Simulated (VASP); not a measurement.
Li3H8: single point with PBE

Li3H8:

```
Li H
1.0
     4.21776    0.00000    0.00000
    -2.10888    3.65269    0.00000
     0.00000    0.00000    5.71124
Li H
3 8
Direct
  0.33333 0.66667 0.80955
  0.66667 0.33333 0.19045
  0.00000 0.00000 0.50000
  0.70781 0.00000 0.00000
  0.00000 0.70781 0.00000
  0.29219 0.29219 0.00000
  0.29219 0.00000 0.00000
  0.00000 0.29219 0.00000
  0.70781 0.70781 0.00000
  0.33333 0.66667 0.40336
  0.66667 0.33333 0.59664
```

The cell was generated, and may not be a known phase.

* Program: VASP 6.6.1
* Task: single point
* Functional: PBE
* Potentials or basis: VASP PAW PBE potentials, release 64 (Li_sv, H)
* Cutoff: 520 eV
* k mesh: 6 × 6 × 4
* Occupations: gaussian, width 0.1 eV
* Spin: no spin polarisation
* Dipole correction: no
* Further INCAR settings: ALGO = Normal; EDIFF = 1e-07; NBANDS = 20

```yaml
Largest_force: 1.135 eV/Å
Band_gap_on_the_k_mesh: zero (an odd number of electrons rules out a gap without spin polarisation)
```

Forces in eV/Å, atoms in the order of the input:
```
Li   0.000  0.000 -1.135
Li   0.000  0.000  1.135
Li   0.000  0.000  0.000
H    0.547  0.000  0.000
H   -0.274  0.474  0.000
H   -0.274 -0.474  0.000
H   -0.547  0.000  0.000
H    0.274 -0.474  0.000
H    0.274  0.474  0.000
H    0.000  0.000 -0.077
H    0.000  0.000  0.077
```

Levels at points of the mesh, in eV from the Fermi level:
```
           k point  band 6  band 7  band 8  band 9  band 10  band 11  band 12  band 13
(0.00, 0.00, 0.00)   -3.77   -3.77   -1.14   -1.11    -1.11     2.73     5.06     6.64
(0.50, 0.00, 0.00)   -5.33   -2.79   -1.81   -0.24     1.86     3.01     4.42     4.55
(0.00, 0.00, 0.50)   -3.76   -3.76   -1.08   -1.08     0.08     3.73     4.00     5.94
(0.50, 0.00, 0.50)   -5.31   -3.22   -1.75   -0.41     2.47     3.45     4.54     4.78
```

It took 73 s on 1 thread of Oxide Virtual Turin-like Processor (shared host), peak memory 0.16 GiB.

Caveat: an odd number of electrons without spin polarisation forces a metal; a magnetic or distorted state may lie lower.
